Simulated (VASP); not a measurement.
# AlFe (Pm-3m) in VASP: further runs

The runs below take AlFe through single point, relaxation of cell and atoms, with PBE.

All numbers are computed with VASP 6.6.1; they aren't measurements. Logs are shortened: lines on timing, memory, paths and dates and some standing lists are left out, and cuts for length are marked.

## Step 1: The cell of the first run

The structure is cubic, space group Pm-3m (No. 221). Conventional cell: a = 2.874 Å, b = 2.874 Å, c = 2.874 Å, α = 90.00°, β = 90.00°, γ = 90.00°. Within 3.3 Å of Al (site symmetry m-3m) lie 8 Fe at 2.49 Å and 6 Al at 2.87 Å. Fe (site symmetry m-3m) has 8 Al at 2.49 Å and 6 Fe at 2.87 Å within 3.3 Å.

## Step 2: Single point, PBE, collinear spin, ferromagnetic start

File INCAR:

```
ALGO     = Normal         # electronic algorithm
EDIFF    = 1E-6           # SCF threshold, eV
ENCUT    = 520            # plane-wave cutoff, eV
GGA      = PE             # functional
ISIF     = 2              # what is computed and relaxed
ISMEAR   = 0              # smearing method
ISPIN    = 2              # spin polarisation
LASPH    = True           # aspherical terms in the spheres
LCHARG   = False          # write CHGCAR
LMAXMIX  = 4              # l up to which the mixer works
LORBIT   = 11             # projections on sites
LREAL    = False          # projectors in reciprocal space
LWAVE    = False          # write WAVECAR
MAGMOM   = 0 0.77         # initial moments
NBANDS   = 16             # bands
NELM     = 150            # most SCF steps
PREC     = Accurate       # precision mode
SIGMA    = 0.1            # smearing width, eV
```

File KPOINTS:

```
k-points
0
Gamma
  14 14 14
```

File POSCAR:

```
AlFe
1.0
    2.8743308702      0.0000000000      0.0000000000
    0.0000000000      2.8743308702      0.0000000000
    0.0000000000      0.0000000000      2.8743308702
Al Fe
1 1
Direct
    0.0000000000      0.0000000000      0.0000000000
    0.5000000000      0.5000000000      0.5000000000
```

Potentials or basis: VASP PAW PBE potentials, release 64 (Al, Fe).

Launch:

```console
cat potpaw_PBE.64/Al/POTCAR potpaw_PBE.64/Fe/POTCAR > POTCAR
mpirun -np 1 vasp_std > vasp.out
```

OUTCAR:

```text
EDIFF = 1E-6
   ENCUT = 520
   GGA = PE
   ISIF = 2
   ISMEAR = 0
   ISPIN = 2
   LASPH = True
   LORBIT = 11
   LREAL = False
   NELM = 150
   PREC = Accurate

 ion  position               nearest neighbor table
   1  0.000  0.000  0.000-   2 2.49   2 2.49   2 2.49   2 2.49   2 2.49   2 2.49   2 2.49   2 2.49

   2  0.500  0.500  0.500-   1 2.49   1 2.49   1 2.49   1 2.49   1 2.49   1 2.49   1 2.49   1 2.49

  LATTYP: Found a simple cubic cell.
 ALAT       =     2.8743308702

  Lattice vectors:

 A1 = (   2.8743308702,   0.0000000000,   0.0000000000)
 A2 = (   0.0000000000,   2.8743308702,   0.0000000000)
 A3 = (   0.0000000000,   0.0000000000,   2.8743308702)

Analysis of symmetry for initial positions (statically):
=====================================================================
 Subroutine PRICEL returns:
 Original cell was already a primitive cell.

 Routine SETGRP: Setting up the symmetry group for a
 simple cubic supercell.

 Subroutine GETGRP returns: Found 48 space group operations
 (whereof 48 operations were pure point group operations)
 out of a pool of 48 trial point group operations.

The static configuration has the point symmetry O_h .

Analysis of symmetry for dynamics (positions and initial velocities):
=====================================================================
 Subroutine PRICEL returns:
 Original cell was already a primitive cell.

 Routine SETGRP: Setting up the symmetry group for a
 simple cubic supercell.

 Subroutine GETGRP returns: Found 48 space group operations
 (whereof 48 operations were pure point group operations)
 out of a pool of 48 trial point group operations.

The dynamic configuration has the point symmetry O_h .

Analysis of structural, dynamic, and magnetic symmetry:
=====================================================================
 Subroutine PRICEL returns:
 Original cell was already a primitive cell.

 Routine SETGRP: Setting up the symmetry group for a
 simple cubic supercell.

 Subroutine GETGRP returns: Found 48 space group operations
 (whereof 48 operations were pure point group operations)
 out of a pool of 48 trial point group operations.

The overall configuration has the point symmetry O_h .

 Subroutine INISYM returns: Found 48 space group operations
 (whereof 48 operations are pure point group operations),
 and found     1 'primitive' translations

----------------------------------------------------------------------------------------

                                     Primitive cell

  volume of cell :      23.7471

  direct lattice vectors                    reciprocal lattice vectors
     2.874330870  0.000000000  0.000000000     0.347907059  0.000000000  0.000000000
     0.000000000  2.874330870  0.000000000     0.000000000  0.347907059  0.000000000
     0.000000000  0.000000000  2.874330870     0.000000000  0.000000000  0.347907059

  length of vectors
     2.874330870  2.874330870  2.874330870     0.347907059  0.347907059  0.347907059

  position of ions in fractional coordinates (direct lattice)
     0.000000000  0.000000000  0.000000000
     0.500000000  0.500000000  0.500000000

  ion indices of the primitive-cell ions
   primitive index   ion index
                 1           1
                 2           2

----------------------------------------------------------------------------------------

 KPOINTS: k-points

Automatic generation of k-mesh.
 Grid dimensions read from file:
 generate k-points for:   14   14   14

 Generating k-lattice:

  Cartesian coordinates                     Fractional coordinates (reciprocal lattice)
     0.024850504  0.000000000  0.000000000     0.071428571  0.000000000  0.000000000
     0.000000000  0.024850504  0.000000000     0.000000000  0.071428571  0.000000000
     0.000000000  0.000000000  0.024850504     0.000000000  0.000000000  0.071428571

  Length of vectors
     0.024850504  0.024850504  0.024850504

  Shift w.r.t. Gamma in fractional coordinates (k-lattice)
     0.000000000  0.000000000  0.000000000

 Subroutine IBZKPT returns following result:
 ===========================================

 Found    120 irreducible k-points:

 Following reciprocal coordinates:
            Coordinates               Weight
  0.000000  0.000000  0.000000      1.000000
  0.071429  0.000000  0.000000      6.000000
  0.142857  0.000000  0.000000      6.000000
  0.214286  0.000000  0.000000      6.000000
  0.285714  0.000000  0.000000      6.000000
  0.357143  0.000000  0.000000      6.000000
[... 16 lines left out ...]
  0.285714  0.214286  0.000000     24.000000
  0.357143  0.214286  0.000000     24.000000
 [... further k-points ...]
   k-points           NKPTS =    120   k-points in BZ     NKDIM =    120   number of bands    NBANDS=     16
   number of dos      NEDOS =    301   number of ions     NIONS =      2
   total plane-waves  NPLWV =  13824
   dimension x,y,z NGX =    24 NGY =   24 NGZ =   24
   dimension x,y,z NGXF=    48 NGYF=   48 NGZF=   48
   ions per type =               1   1
   NGX,Y,Z   is equivalent  to a cutoff of  13.88, 13.88, 13.88 a.u.
   NGXF,Y,Z  is equivalent  to a cutoff of  27.76, 27.76, 27.76 a.u.
 SYSTEM =  unknown system
   PREC   = accura    normal or accurate (medium, high low for compatibility)
   ISTART =      0    job   : 0-new  1-cont  2-samecut
   ICHARG =      2    charge: 1-file 2-atom 10-const
   ISPIN  =      2    spin polarized calculation?
   LNONCOLLINEAR =      F non collinear calculations
   LSORBIT =      F    spin-orbit coupling
   LASPH  =      T    aspherical Exc in radial PAW
   ENCUT  =  520.0 eV  38.22 Ry    6.18 a.u.   5.34  5.34  5.34*2*pi/ulx,y,z
   NELM   =    150;   NELMIN=  2; NELMDL= -5     # of ELM steps
   EDIFF  = 0.1E-05   stopping-criterion for ELM
   LREAL  =      F    real-space projection
   EDIFFG = 0.1E-04   stopping-criterion for IOM
   NSW    =      0    number of steps for IOM
   IBRION =     -1    ionic relax: 0-MD 1-quasi-New 2-CG
   NFREE  =      0    steps in history (QN), initial steepest desc. (CG)
   ISIF   =      2    stress and relaxation
   ISYM   =      2    0-nonsym 1-usesym 2-fastsym
   POTIM  = 0.5000    time-step for ionic-motion
   TEBEG  =    0.0;   TEEND  =   0.0 temperature during run
   PSTRESS=    0.0 pullay stress
   NELECT =      11.0000    total number of electrons
   NUPDOWN=      -1.0000    fix difference up-down
   EMIN   =  10.00;   EMAX   =-10.00  energy-range for DOS
   EFERMI =   0.00;   METHOD = LEGACY
   ISMEAR =     0;   SIGMA  =   0.10  broadening in eV -4-tet -1-fermi 0-gaus
   EFERMI_NEDOS =   21; number of points for ismear=-14 and -15
   IALGO  =     38    algorithm
   IMIX   =      4    mixing-type and parameters
     AMIX     =   0.40;   BMIX     =  1.00
     AMIX_MAG =   1.60;   BMIX_MAG =  1.00
  volume/ion in A,a.u.               =      11.87        80.13
  Fermi-wavevector in a.u.,A,eV,Ry     =   1.266686  2.393689 21.830458  1.604493
  Thomas-Fermi vector in A             =   2.399874
   LORBIT       =     11    0 simple, 1 ext, 2 COOP (PROOUT), +10 PAW based schemes
   GGA     = PE    functional components
   LHFCALC =     F    Hartree Fock is set to
   AEXX    =    0.0000 exact exchange contribution
   IVDW    =     0    specifies the selected vdW correction
   LEPSILON=     F    determine dielectric tensor
   LRPA    =     F    only Hartree local field effects (RPA)
 spin polarized calculation
 Gauss-broadening in eV      SIGMA  =   0.10
  energy-cutoff  :      520.00
  volume of cell :       23.75
 maximum number of plane-waves:       657
 NGX is ok and might be reduce to    24
   NGX = 11   NGY = 11   NGZ = 11

 number of electron      10.9999994 magnetization       0.6670092

 Free energy of the ion-electron system (eV)
  ---------------------------------------------------
  ext. energy  EPLUGINS =         0.00000000
  ---------------------------------------------------
  free energy    TOTEN  =       -12.65321148 eV

  energy without entropy =      -12.64208071  energy(sigma->0) =      -12.64764609

 E-fermi :   8.0195     XC(G=0): -12.1461

 val. band max:        8.0164513289   @ k =   0.1429   0.1429   0.1429
 cond. band min:       8.0235194238   @ k =   0.5000   0.3571   0.3571
 fundamental gap:      0.0070680948
 Fermi energy:         8.0195414012

 spin component 1

 k-point     1 :       0.0000    0.0000    0.0000
  band No.  band energies     occupation
      1      -2.3919      1.00000
      2       5.5232      1.00000
      3       5.5232      1.00000
      4       7.6490      1.00000
      5       7.6490      1.00000
      6       7.6490      1.00000
[... 8 lines left out ...]
     15      29.8047      0.00000
     16      31.6707      0.00000

 k-point     2 :       0.0714    0.0000    0.0000
  band No.  band energies     occupation
      1      -2.2962      1.00000
      2       5.5153      1.00000
      3       5.5515      1.00000
      4       7.5921      1.00000
      5       7.5921      1.00000
      6       7.6549      1.00000
[... 8 lines left out ...]
     15      29.7979      0.00000
     16      30.5122      0.00000

 k-point     3 :       0.1429    0.0000    0.0000
  band No.  band energies     occupation
      1      -2.0106      1.00000
      2       5.4628      1.00000
      3       5.6322      1.00000
      4       7.4401      1.00000
      5       7.4401      1.00000
      6       7.6715      1.00000
[... 8 lines left out ...]
     15      28.8864      0.00000
     16      29.7785      0.00000
[... 362 lines left out ...]
 k-point    23 :       0.2857    0.2143    0.0000
  band No.  band energies     occupation
      1      -0.1099      1.00000
      2       5.1467      1.00000
      3       5.7796      1.00000
      4       6.7071      1.00000
      5       7.0951      1.00000
      6       7.3623      1.00000
[... 8 lines left out ...]
     15      26.7896      0.00000
     16      28.6259      0.00000

 k-point    24 :       0.3571    0.2143    0.0000
  band No.  band energies     occupation
      1       0.6479      1.00000
      2       4.4472      1.00000
      3       5.9879      1.00000
      4       6.6414      1.00000
      5       6.9366      1.00000
      6       7.3892      1.00000
[... 8 lines left out ...]
     15      26.6208      0.00000
     16      29.5014      0.00000

 [... further k-points ...]

 spin component 2

 k-point     1 :       0.0000    0.0000    0.0000
  band No.  band energies     occupation
      1      -2.3864      1.00000
      2       5.8665      1.00000
      3       5.8665      1.00000
      4       8.4521      0.00000
      5       8.4521      0.00000
      6       8.4521      0.00000
[... 8 lines left out ...]
     15      29.8471      0.00000
     16      31.6513      0.00000

 k-point     2 :       0.0714    0.0000    0.0000
  band No.  band energies     occupation
      1      -2.2907      1.00000
      2       5.8507      1.00000
      3       5.8972      1.00000
      4       8.3863      0.00000
      5       8.3863      0.00000
      6       8.4586      0.00000
[... 8 lines left out ...]
     15      29.8371      0.00000
     16      30.5168      0.00000

 k-point     3 :       0.1429    0.0000    0.0000
  band No.  band energies     occupation
      1      -2.0054      1.00000
      2       5.7701      1.00000
      3       5.9849      1.00000
      4       8.2128      0.00314
      5       8.2128      0.00314
      6       8.4770      0.00000
[... 8 lines left out ...]
     15      28.9158      0.00000
     16      29.8085      0.00000
[... 362 lines left out ...]
 k-point    23 :       0.2857    0.2143    0.0000
  band No.  band energies     occupation
      1      -0.1020      1.00000
      2       5.3884      1.00000
      3       6.0932      1.00000
      4       7.2780      1.00000
      5       7.8291      0.99646
      6       8.1338      0.05300
[... 8 lines left out ...]
     15      26.8152      0.00000
     16      28.6410      0.00000

 k-point    24 :       0.3571    0.2143    0.0000
  band No.  band energies     occupation
      1       0.6599      1.00000
      2       4.6054      1.00000
      3       6.3376      1.00000
      4       7.1763      1.00000
      5       7.6585      1.00000
      6       8.1631      0.02115
[... 8 lines left out ...]
     15      26.6592      0.00000
     16      29.4882      0.00000

 [... further k-points ...]
[... 5 lines left out ...]
  --------------------------------------------------------------------------------------
  -------------------------------------------------------------------------------------
  Total       -0.0058462     -0.0058462     -0.0058462     -0.0000000     -0.0000000      0.0000000
  in kB       -0.3944353     -0.3944353     -0.3944353     -0.0000000     -0.0000000      0.0000000
  external PRESSURE =      -0.3944353 kB  Pullay stress =       0.0000000 kB

 VOLUME and BASIS-vectors are now :
 -----------------------------------------------------------------------------
  energy-cutoff  :      520.00
  volume of cell :       23.75
      direct lattice vectors                 reciprocal lattice vectors
     2.874330870  0.000000000  0.000000000     0.347907059  0.000000000  0.000000000
     0.000000000  2.874330870  0.000000000     0.000000000  0.347907059  0.000000000
     0.000000000  0.000000000  2.874330870     0.000000000  0.000000000  0.347907059

 POSITION                                       TOTAL-FORCE (eV/Angst)
 -----------------------------------------------------------------------------------
      0.00000      0.00000      0.00000         0.000000      0.000000      0.000000
      1.43717      1.43717      1.43717         0.000000      0.000000      0.000000
 -----------------------------------------------------------------------------------
    total drift:                                0.000000     -0.000000     -0.000000

  FREE ENERGIE OF THE ION-ELECTRON SYSTEM (eV)
  ---------------------------------------------------
  free  energy   TOTEN  =       -12.6532114753 eV

  energy  without entropy=      -12.6420807067  energy(sigma->0) =      -12.64764609

 total charge

# of ion       s       p       d       tot
------------------------------------------
    1        0.400   0.436   0.000   0.836
    2        0.431   0.502   6.485   7.417
--------------------------------------------------
tot          0.831   0.938   6.485   8.253

 magnetization (x)

# of ion       s       p       d       tot
------------------------------------------
    1       -0.008  -0.015   0.000  -0.023
    2        0.000   0.007   0.700   0.707
--------------------------------------------------
tot         -0.008  -0.008   0.700   0.684
```

It took 66 s on 1 thread of Intel Xeon Platinum 8375C at 2.90GHz (Ice Lake), shared host; peak memory 0.2 GiB.

Results:

| Quantity | Value |
| --- | --- |
| Free energy | -12.6532 eV |
| Pressure | 0.0 GPa |
| Net moment | 0.67 μB per cell |
| Site moments | Al -0.02; Fe +0.71 μB |
| Valence electrons inside the program's atomic spheres | Al 0.84; Fe 7.42 |

## Step 3: Single point, PBE, collinear spin, ferromagnetic start

File INCAR:

```
SYSTEM = AlFe
PREC = Accurate
ENCUT = 520
EDIFF = 1E-7
ISMEAR = 0
SIGMA = 0.1
LREAL = .False.
LASPH = .True.
NELM = 150
ALGO = Normal
ISIF = 2
LWAVE = .False.
LCHARG = .True.
ISPIN = 2
MAGMOM = 0 0.85
LORBIT = 11
LMAXMIX = 4
GGA = PE
LELF = .True.
LVHAR = .True.
NBANDS = 16
```

File KPOINTS:

```
regular mesh
0
Gamma
  14 14 14
  0 0 0
```

POSCAR is that of step 2.

Potentials or basis: VASP PAW PBE potentials, release 64 (Al, Fe).

Launch:

```console
cat potpaw_PBE.64/Al/POTCAR potpaw_PBE.64/Fe/POTCAR > POTCAR
mpirun -np 1 vasp_std > vasp.out
```

Wall time 96 s (1 thread of Intel Xeon Platinum 8375C at 2.90GHz (Ice Lake), shared host); peak memory 0.2 GiB.

It converged, with:

```
Free energy                                           : -12.6532 eV
Pressure                                              : 0.0 GPa
Net moment                                            : 0.67 μB per cell
Site moments                                          : Al -0.02; Fe +0.71 μB
Valence electrons inside the program's atomic spheres : Al 0.84; Fe 7.42
```

Levels at points of the mesh, in eV from the Fermi level:
Spin up:
| k point | band 2 | band 3 | band 4 | band 5 | band 6 | band 7 | band 8 | band 9 | band 10 | band 11 |
| --- | --- | --- | --- | --- | --- | --- | --- | --- | --- | --- |
| (0.00, 0.00, 0.00) | -2.50 | -2.50 | -0.37 | -0.37 | -0.37 | 6.36 | 6.36 | 6.36 | 9.32 | 9.32 |
| (0.50, 0.00, 0.00) | -6.02 | -1.87 | -1.32 | -1.32 | -0.25 | 0.91 | 8.72 | 11.05 | 11.05 | 11.95 |
| (0.50, 0.50, 0.00) | -2.53 | -2.12 | -2.12 | -1.09 | -1.09 | 0.46 | 3.25 | 4.04 | 12.84 | 16.09 |
| (0.50, 0.50, 0.50) | -3.62 | -3.62 | 0.50 | 0.50 | 2.97 | 2.97 | 2.97 | 4.27 | 5.92 | 5.92 |
Spin down:
| k point | band 1 | band 2 | band 3 | band 4 | band 5 | band 6 | band 7 | band 8 | band 9 | band 10 |
| --- | --- | --- | --- | --- | --- | --- | --- | --- | --- | --- |
| (0.00, 0.00, 0.00) | -10.41 | -2.15 | -2.15 | 0.43 | 0.43 | 0.43 | 6.39 | 6.39 | 6.39 | 9.38 |
| (0.50, 0.00, 0.00) | -6.25 | -5.95 | -1.47 | -0.62 | -0.62 | 0.57 | 1.38 | 8.61 | 11.14 | 11.14 |
| (0.50, 0.50, 0.00) | -4.69 | -2.24 | -2.12 | -2.12 | -0.35 | -0.35 | 0.97 | 3.57 | 4.56 | 12.78 |
| (0.50, 0.50, 0.50) | -3.22 | -3.22 | -3.22 | 1.02 | 1.02 | 3.03 | 3.03 | 3.03 | 4.20 | 6.31 |

(Continued in part 2 of 2.)
